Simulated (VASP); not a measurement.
A run of VASP 6.6.1 is set up as follows.

The input INCAR:

```
ALGO     = Normal         # electronic algorithm
EDIFF    = 1E-6           # SCF threshold, eV
ENCUT    = 520            # plane-wave cutoff, eV
GGA      = PS             # functional
ISIF     = 2              # what is computed and relaxed
ISMEAR   = 0              # smearing method
ISYM     = 0            
LASPH    = True           # aspherical terms in the spheres
LCHARG   = False          # write CHGCAR
LREAL    = False          # projectors in reciprocal space
LWAVE    = False          # write WAVECAR
NBANDS   = 11             # bands
NELM     = 80             # most SCF steps
PREC     = Accurate       # precision mode
SIGMA    = 0.02           # smearing width, eV
```

The input KPOINTS:

```
k-points
0
Gamma
  9 9 11
```

File POSCAR:

```
SiC
1.0
    3.1962448315      0.0000000000      0.0000144326
   -1.5981224157      2.7680292208     -0.0000144326
    1.5981332823     -0.9226826807      2.4963412777
Si C
1 1
Direct
    0.0012625480     -0.0012625480     -0.0037878740
    0.7487374520      0.2512625480      0.7537878740
```

Potentials or basis: VASP PAW PBE potentials, release 64 (Si, C).

Launch:

```bash
$ cat potpaw_PBE.64/Si/POTCAR potpaw_PBE.64/C/POTCAR > POTCAR
$ mpirun -np 1 vasp_std > vasp.out
```

Question: What does it give for the band gap on the k mesh?

Answer: 1.13 eV (least direct gap 4.14 eV).

Question: Estimate the largest force.

Answer: 0.005 eV/Å.

Question: Estimate the pressure.

Answer: -12.3 GPa.

Stress tensor (GPa, compression positive):
```
-18.65   0.00   0.00
  0.00 -18.65   0.00
  0.00   0.00   0.40
```

Caveat: the cell stands under tension; the PAW data sets were made with another functional, which shifts forces and pressure a little; an odd mesh through Γ misses points on the zone boundary, where band edges can lie.
